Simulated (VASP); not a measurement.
# Ba (Im-3m) in VASP: a series of runs

Ba is run at these levels: PBE; tasks: single point.

All numbers are computed with VASP 6.6.1; they aren't measurements. Logs are shortened: lines on timing, memory, paths and dates and some standing lists are left out, and cuts for length are marked.

**1. The cell of the first run**

It takes space group Im-3m (No. 229, cubic). The conventional cell has a = 4.945 Å, b = 4.945 Å, c = 4.945 Å, α = 90.00°, β = 90.00°, γ = 90.00°. Ba (site symmetry m-3m) has 14 Ba at 4.28 to 4.95 Å within 5.6 Å.

**2. Single point, PBE (volume scaled by 0.96)**

The input, INCAR:

```
SYSTEM = Ba
PREC = Accurate ; ENCUT = 520
EDIFF = 1E-7 ; ISMEAR = -5
SIGMA = 0.05 ; LREAL = .FALSE.
LASPH = .TRUE. ; NELM = 60
ALGO = Fast ; ISIF = 2
LWAVE = .FALSE. ; LCHARG = .FALSE.
GGA = PE ; NBANDS = 11
```

The input, KPOINTS:

```
Automatic mesh
0
G
  8 8 8
  0 0 0
```

The input, POSCAR:

```
Ba
1.0
    4.2827107878      0.0000000000      0.0000000000
   -1.4275702623      4.0377784533      0.0000000000
   -1.4275702623     -2.0188892260      3.4968187159
Ba
1
Direct
    0.0000000000      0.0000000000      0.0000000000
```

Potentials or basis: VASP PAW PBE potentials, release 64 (Ba_sv).

The run is started by

```bash
> cat potpaw_PBE.64/Ba_sv/POTCAR > POTCAR
> mpirun -np 1 vasp_std > vasp.out
```

OUTCAR:

```text
SYSTEM = Ba
   PREC = Accurate
   ENCUT = 520
   EDIFF = 1E-7
   ISMEAR = -5
   LREAL = .FALSE.
   LASPH = .TRUE.
   NELM = 60
   ISIF = 2
   GGA = PE

 ion  position               nearest neighbor table
   1  0.000  0.000  0.000-

  LATTYP: Found a body centered cubic cell.
 ALAT       =     4.9452484525

  Lattice vectors:

 A1 = (   4.2827107878,   0.0000000000,   0.0000000000)
 A2 = (  -1.4275702623,   4.0377784533,   0.0000000000)
 A3 = (  -1.4275702623,  -2.0188892260,   3.4968187159)

Analysis of symmetry for initial positions (statically):
=====================================================================
 Subroutine PRICEL returns:
 Original cell was already a primitive cell.

 Routine SETGRP: Setting up the symmetry group for a
 body centered cubic supercell.

 Subroutine GETGRP returns: Found 48 space group operations
 (whereof 48 operations were pure point group operations)
 out of a pool of 48 trial point group operations.

The static configuration has the point symmetry O_h .

Analysis of symmetry for dynamics (positions and initial velocities):
=====================================================================
 Subroutine PRICEL returns:
 Original cell was already a primitive cell.

 Routine SETGRP: Setting up the symmetry group for a
 body centered cubic supercell.

 Subroutine GETGRP returns: Found 48 space group operations
 (whereof 48 operations were pure point group operations)
 out of a pool of 48 trial point group operations.

The dynamic configuration has the point symmetry O_h .

 Subroutine INISYM returns: Found 48 space group operations
 (whereof 48 operations are pure point group operations),
 and found     1 'primitive' translations

----------------------------------------------------------------------------------------

                                     Primitive cell

  volume of cell :      60.4692

  direct lattice vectors                    reciprocal lattice vectors
     4.282710788  0.000000000  0.000000000     0.233496972  0.082553646  0.142987109
    -1.427570262  4.037778453  0.000000000     0.000000000  0.247660938  0.142987109
    -1.427570262 -2.018889226  3.496818716     0.000000000  0.000000000  0.285974219

  length of vectors
     4.282710788  4.282710788  4.282710788     0.285974219  0.285974219  0.285974219

  position of ions in fractional coordinates (direct lattice)
     0.000000000  0.000000000  0.000000000

  ion indices of the primitive-cell ions
   primitive index   ion index
                 1           1
[... 77 lines left out ...]
   NSW    =      0    number of steps for IOM
   IBRION =     -1    ionic relax: 0-MD 1-quasi-New 2-CG
   NFREE  =      0    steps in history (QN), initial steepest desc. (CG)
   ISIF   =      2    stress and relaxation
   ISYM   =      2    0-nonsym 1-usesym 2-fastsym
   POTIM  = 0.5000    time-step for ionic-motion
   TEBEG  =    0.0;   TEEND  =   0.0 temperature during run
   PSTRESS=    0.0 pullay stress
   NELECT =      10.0000    total number of electrons
   NUPDOWN=      -1.0000    fix difference up-down
   EMIN   =  10.00;   EMAX   =-10.00  energy-range for DOS
   EFERMI =   0.00;   METHOD = LEGACY
   ISMEAR =    -5;   SIGMA  =   0.05  broadening in eV -4-tet -1-fermi 0-gaus
   EFERMI_NEDOS =   21; number of points for ismear=-14 and -15
   IALGO  =     68    algorithm
   IMIX   =      4    mixing-type and parameters
     AMIX     =   0.40;   BMIX     =  1.00
     AMIX_MAG =   1.60;   BMIX_MAG =  1.00
  volume/ion in A,a.u.               =      60.47       408.07
  Fermi-wavevector in a.u.,A,eV,Ry     =   0.898594  1.698096 10.986306  0.807471
  Thomas-Fermi vector in A             =   2.021322
   LORBIT       =      0    0 simple, 1 ext, 2 COOP (PROOUT), +10 PAW based schemes
   GGA     = PE    functional components
   LHFCALC =     F    Hartree Fock is set to
   AEXX    =    0.0000 exact exchange contribution
   IVDW    =     0    specifies the selected vdW correction
   LEPSILON=     F    determine dielectric tensor
   LRPA    =     F    only Hartree local field effects (RPA)
 non-spin polarized calculation
 RMM-DIIS sequential band-by-band and
 Fermi weights with tetrahedron method with Bloechl corrections
  energy-cutoff  :      520.00
  volume of cell :       60.47
 maximum number of plane-waves:      1647
   NGX = 15   NGY = 15   NGZ = 15

 number of electron      10.0000000 magnetization

 number of electron       9.9999999 magnetization

 Free energy of the ion-electron system (eV)
  ---------------------------------------------------
  ext. energy  EPLUGINS =         0.00000000
  ---------------------------------------------------
  free energy    TOTEN  =        -1.90566900 eV

  energy without entropy =       -1.90566900  energy(sigma->0) =       -1.90566900

 E-fermi :   1.7337     XC(G=0):  -7.5417

 val. band max:        1.6644373505   @ k =  -0.3750   0.5000   0.2500
 cond. band min:       1.6727628490   @ k =  -0.3750   0.5000   0.2500
 fundamental gap:      0.0083254985
 Fermi energy:         1.7337334119

 k-point     1 :       0.0000    0.0000    0.0000
  band No.  band energies     occupation
      1     -27.0313      2.00000
      2     -11.9558      2.00000
      3     -11.9558      2.00000
      4     -11.9558      2.00000
      5      -0.9866      2.00000
      6       3.6589      0.00000
      7       3.6589      0.00000
      8       3.6589      0.00000
      9       5.1200      0.00000
     10       5.1200      0.00000
     11       8.8380      0.00000
[... 309 lines left out ...]
 k-point    24 :      -0.3750    0.3750    0.2500
  band No.  band energies     occupation
      1     -26.9670      2.00000
      2     -12.3462      2.00000
      3     -12.1964      2.00000
      4     -12.1494      2.00000
      5       1.4587      2.00226
      6       1.9951     -0.00625
      7       3.7191      0.00000
      8       3.9573      0.00000
      9       5.4937      0.00000
     10       5.8863      0.00000
     11       9.2119      0.00000

 [... further k-points ...]
[... 5 lines left out ...]
  --------------------------------------------------------------------------------------
  -------------------------------------------------------------------------------------
  Total        0.2111652      0.2111652      0.2111652      0.0000000      0.0000000      0.0000000
  in kB        5.5949796      5.5949796      5.5949796      0.0000000      0.0000000      0.0000000
  external PRESSURE =       5.5949796 kB  Pullay stress =       0.0000000 kB

 VOLUME and BASIS-vectors are now :
 -----------------------------------------------------------------------------
  energy-cutoff  :      520.00
  volume of cell :       60.47
      direct lattice vectors                 reciprocal lattice vectors
     4.282710788  0.000000000  0.000000000     0.233496972  0.082553646  0.142987109
    -1.427570262  4.037778453  0.000000000     0.000000000  0.247660938  0.142987109
    -1.427570262 -2.018889226  3.496818716     0.000000000  0.000000000  0.285974219

 POSITION                                       TOTAL-FORCE (eV/Angst)
 -----------------------------------------------------------------------------------
      0.00000      0.00000      0.00000         0.000000      0.000000      0.000000
 -----------------------------------------------------------------------------------
    total drift:                               -0.000000     -0.000000      0.000000

  FREE ENERGIE OF THE ION-ELECTRON SYSTEM (eV)
  ---------------------------------------------------
  free  energy   TOTEN  =        -1.9056690014 eV

  energy  without entropy=       -1.9056690014  energy(sigma->0) =       -1.90566900
```

OSZICAR:

```text
N       E                     dE             d eps       ncg     rms          rms(c)
DAV:   1     0.543785411691E+02    0.54379E+02   -0.42210E+03   638   0.747E+02
DAV:   2     0.514140926558E+00   -0.53864E+02   -0.52651E+02   776   0.140E+02
DAV:   3    -0.184049163312E+01   -0.23546E+01   -0.23432E+01   826   0.305E+01
DAV:   4    -0.190596528756E+01   -0.65474E-01   -0.65510E-01   855   0.439E+00
DAV:   5    -0.190660712441E+01   -0.64184E-03   -0.64468E-03   825   0.405E-01    0.168E+00
RMM:   6    -0.190536429604E+01    0.12428E-02   -0.25529E-03   660   0.532E-01    0.101E+00
RMM:   7    -0.190529987361E+01    0.64422E-04   -0.73545E-03   712   0.965E-01    0.401E-02
RMM:   8    -0.190560872914E+01   -0.30886E-03   -0.11286E-03   843   0.220E-01    0.190E-02
RMM:   9    -0.190565175026E+01   -0.43021E-04   -0.18210E-04   922   0.592E-02    0.106E-02
RMM:  10    -0.190566509220E+01   -0.13342E-04   -0.30777E-05   905   0.375E-02    0.468E-03
RMM:  11    -0.190566783411E+01   -0.27419E-05   -0.67386E-06   977   0.121E-02    0.290E-03
RMM:  12    -0.190566906627E+01   -0.12322E-05   -0.16033E-06   930   0.115E-02    0.268E-03
RMM:  13    -0.190566900139E+01    0.64882E-07   -0.67208E-07   832   0.491E-03
   1 F= -.19056690E+01 E0= -.19056690E+01  d E =0.000000E+00
```

stdout:

```text
POSCAR found type information on POSCAR Ba
 POSCAR found :  1 types and       1 ions
 scaLAPACK will be used
 LDA part: xc-table for (Slater+PW92), standard interpolation
 POSCAR, INCAR and KPOINTS ok, starting setup
 FFT: planning ... GRIDC
 FFT: planning ... GRID_SOFT
 FFT: planning ... GRID
 WAVECAR not read
 entering main loop
WARNING in EDDRMM: call to ZHEGV failed, returncode =   6  3      9
 -----------------------------------------------------------------------------
|                                                                             |
|           W    W    AA    RRRRR   N    N  II  N    N   GGGG   !!!           |
|           W    W   A  A   R    R  NN   N  II  NN   N  G    G  !!!           |
|           W    W  A    A  R    R  N N  N  II  N N  N  G       !!!           |
|           W WW W  AAAAAA  RRRRR   N  N N  II  N  N N  G  GGG   !            |
|           WW  WW  A    A  R   R   N   NN  II  N   NN  G    G                |
|           W    W  A    A  R    R  N    N  II  N    N   GGGG   !!!           |
|                                                                             |
|     Tetrahedron method does not include variations of the Fermi             |
|     occupations, so forces and stress will be inaccurate. We suggest        |
|     using a different smearing scheme ISMEAR = 1 or 2 for metals in         |
|     relaxations.                                                            |
|                                                                             |
 -----------------------------------------------------------------------------
```

It took 6.5 s on 1 thread of Intel Xeon 6975P-C (Granite Rapids), shared host; peak memory 0.17 GiB.

What came out:

| Property | Result |
| --- | --- |
| Free energy | -1.9057 eV |
| Pressure | 0.6 GPa |
| Band gap on the k mesh | zero (band 5 reaches 2.34 eV, above the bottom of band 6 at 1.18 eV) |

Caveat: spin-orbit coupling is left out, which moves the levels of the heavy elements; tetrahedron occupations give inexact forces and stress in metals.

**3. Single point, PBE (volume scaled by 0.98)**

The input, INCAR:

```
PREC = Accurate ; ENCUT = 520
EDIFF = 1E-6 ; ISMEAR = -5
SIGMA = 0.05 ; LREAL = F
LASPH = T ; NELM = 60
ALGO = Fast ; ISIF = 2
LWAVE = F ; LCHARG = F
GGA = PE ; NBANDS = 11
```

The input, KPOINTS:

```
Automatic mesh
0
Gamma
  8 8 8
```

The input, POSCAR:

```
Ba
1.0
    4.3122476576      0.0000000000      0.0000000000
   -1.4374158856      4.0656260813      0.0000000000
   -1.4374158856     -2.0328130400      3.5209354691
Ba
1
Direct
    0.0000000000      0.0000000000      0.0000000000
```

Potentials or basis: VASP PAW PBE potentials, release 64 (Ba_sv).

The run is started by

```bash
> cat potpaw_PBE.64/Ba_sv/POTCAR > POTCAR
> mpirun -np 1 vasp_std > vasp.out
```

It took 6 s on 1 thread of Intel Xeon 6975P-C (Granite Rapids), shared host; peak memory 0.17 GiB.

Results (log left out):

```
Free energy            : -1.9086 eV
Pressure               : 0.3 GPa
Band gap on the k mesh : zero (band 5 reaches 2.25 eV, above the bottom of band 6 at 1.14 eV)
```

Levels at points of the mesh, in eV from the Fermi level:
```
           k point  band 1  band 2  band 3  band 4  band 5  band 6  band 7  band 8  band 9  band 10
(0.00, 0.00, 0.00)  -28.80  -13.74  -13.74  -13.74   -2.71    1.90    1.90    1.90    3.33     3.33
(0.50, 0.00, 0.00)  -28.75  -14.23  -13.90  -13.74   -0.86    0.74    1.36    3.31    3.90     5.38
(0.50, 0.50, 0.50)  -28.72  -14.08  -14.08  -14.08   -0.52   -0.52    4.51    4.51    4.51     4.87
```

Caveat: spin-orbit coupling is left out, which moves the levels of the heavy elements; tetrahedron occupations give inexact forces and stress in metals.
